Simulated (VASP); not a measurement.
The system is AlN.

```
CELL_PARAMETERS angstrom
3.11950 0.00000 0.00000
-1.55975 2.70157 0.00000
0.00000 0.00000 4.35040
ATOMIC_POSITIONS crystal
Al 0.33333 0.66667 0.00152
Al 0.66667 0.33333 0.50152
N 0.33333 0.66667 0.38348
N 0.66667 0.33333 0.88348
```

| Property | Result |
| --- | --- |
| Program | VASP 6.6.1 |
| Task | relaxation of the atoms |
| Functional | LDA |
| Potentials or basis | VASP PAW LDA potentials, release 64 (Al, N) |
| Cutoff | 520 eV |
| k mesh | 9 × 9 × 6 |
| Occupations | gaussian, width 0.05 eV |
| Spin | no spin polarisation |

At the start: pressure 34.2 GPa; volume 9.17 Å³/atom.

How do energy, volume and symmetry change on relaxing?

Over 6 steps the energy falls by 175.8 meV/atom; space group P6_3mc (No. 186, to 0.05 Å).

The path:
| step | energy change (eV) | largest force (eV/Å) | pressure (GPa) |
| --- | --- | --- | --- |
| 1 | 0.0000 | 4.3207 | 34.20 |
| 2 | -0.5525 | 0.3501 | 18.18 |
| 3 | -0.7031 | 0.0167 | 21.07 |
| 4 | -0.7027 | 0.0598 | 20.79 |
| 5 | -0.7031 | 0.0175 | 20.93 |
| 6 | -0.7031 | 0.0048 | 20.98 |

Final structure:
```
Al N
1.0
     3.11950    0.00000    0.00000
    -1.55975    2.70157    0.00000
     0.00000    0.00000    4.35040
Al N
2 2
Direct
  0.33333 0.66667 0.97725
  0.66667 0.33333 0.47725
  0.33333 0.66667 0.40775
  0.66667 0.33333 0.90775
```
